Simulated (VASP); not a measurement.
A run of VASP 6.6.1 is set up as follows.

File POSCAR:

```
InAgTe2
1.0
   -3.1913841392      3.1913841392      6.2922876238
    3.1913841392     -3.1913841392      6.2922876238
    3.1913841392      3.1913841392     -6.2922876238
In Ag Te
2 2 4
Direct
    0.5000000000      0.5000000000      0.0000000000
    0.2500000000      0.7500000000      0.5000000000
    0.0000000000      0.0000000000      0.0000000000
    0.7500000000      0.2500000000      0.5000000000
    0.3750000000      0.3719630006      0.4969630006
    0.6280369994      0.1250000000      1.0030369994
    0.8750000000      0.8780369994      0.5030369994
    0.1219630006      0.6250000000     -0.0030369994
```

INCAR.step1

```
SYSTEM = InAgTe2
ALGO = Normal
EDIFF = 1E-5
ENCUT = 550
GGA = PE
GGA_COMPAT = .False.
ISMEAR = -1
LASPH = .True.
LCHARG = .False.
LREAL = .False.
LWAVE = .True.
NBANDS = 46
NELM = 120
PREC = Accurate
SIGMA = 0.02
```

INCAR.step2

```
SYSTEM = InAgTe2
ALGO = Normal
EDIFF = 1E-6
ENCUT = 550
GGA_COMPAT = .False.
ISIF = 2
ISMEAR = -1
ISTART = 1
LASPH = .True.
LCHARG = .False.
LMIXTAU = .True.
LREAL = .False.
LWAVE = .False.
METAGGA = R2SCAN
NBANDS = 46
NELM = 120
PREC = Accurate
SIGMA = 0.02
```

KPOINTS

```
k-points
0
Gamma
  4 4 4
  0 0 0
```

Potentials or basis: VASP PAW PBE potentials, release 64 (In_d, Ag, Te).

The run is started by

```sh
$ cat potpaw_PBE.64/In_d/POTCAR potpaw_PBE.64/Ag/POTCAR potpaw_PBE.64/Te/POTCAR > POTCAR
$ cp INCAR.step1 INCAR
$ mpirun -np 1 vasp_std > vasp.out
$ cp INCAR.step2 INCAR
$ mpirun -np 1 vasp_std > vasp.out
```

Q: What does it give for the largest force?

A: 0.141 eV/Å.

Q: What does it give for the band gap on the k mesh?

A: 0.72 eV.

Q: Predict the pressure.

A: 3.0 GPa.

Forces in eV/Å, atoms in the order of the input:
```
In   0.000  0.000  0.000
In   0.000  0.000  0.000
Ag   0.000  0.000  0.000
Ag   0.000  0.000  0.000
Te  -0.141  0.000  0.000
Te   0.000  0.141  0.000
Te   0.141  0.000  0.000
Te   0.000 -0.141  0.000
```

Caveat: the cell stands under pressure; the PAW data sets were made with another functional, which shifts forces and pressure a little; spin-orbit coupling is left out, which moves the levels of the heavy elements. r2SCAN opens gaps a little over a GGA but as a rule still falls short of measured ones.
